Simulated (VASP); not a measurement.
A run of VASP 6.6.1:

INCAR

```
SYSTEM = Al3GaN4
ALGO = Normal
EDIFF = 1E-6
EDIFFG = -0.008
ENCUT = 520
GGA = PS
IBRION = 2
ISIF = 2
ISMEAR = 0
LASPH = .True.
LCHARG = .False.
LREAL = .False.
LWAVE = .False.
NELM = 60
NSW = 60
PREC = Accurate
SIGMA = 0.02
```

KPOINTS

```
k-points
0
Gamma
  6 6 6
  0 0 0
```

POSCAR

```
Al3GaN4
1.0
    4.3408899230      0.0000000000      0.0000000000
    0.0000000000      4.3408899230      0.0000000000
    0.0000000000      0.0000000000      4.3408899230
Al Ga N
3 1 4
Direct
    0.5000000000      0.5000000000      0.0000000000
    0.5000000000      0.0000000000      0.5000000000
    0.0000000000      0.5000000000      0.5000000000
    0.0000000000      0.0000000000      0.0000000000
    0.7447077177      0.7447077177      0.2552922823
    0.7447077177      0.2552922823      0.7447077177
    0.2552922823      0.7447077177      0.7447077177
    0.2552922823      0.2552922823      0.2552922823
```

Potentials or basis: VASP PAW PBE potentials, release 64 (Al, Ga_d, N).

Command:

```console
$ cat potpaw_PBE.64/Al/POTCAR potpaw_PBE.64/Ga_d/POTCAR potpaw_PBE.64/N/POTCAR > POTCAR
$ mpirun -np 1 vasp_std > vasp.out
```

Hardware: 1 thread of Intel Xeon 8259CL (shared host).

Problem. How long does it take, and how much memory?

Solution. It took 48 s on 1 thread of Intel Xeon 8259CL, with other jobs on the host, peak memory 0.19 GiB. Counts: scf iterations 14, k points 20, ion steps 1.
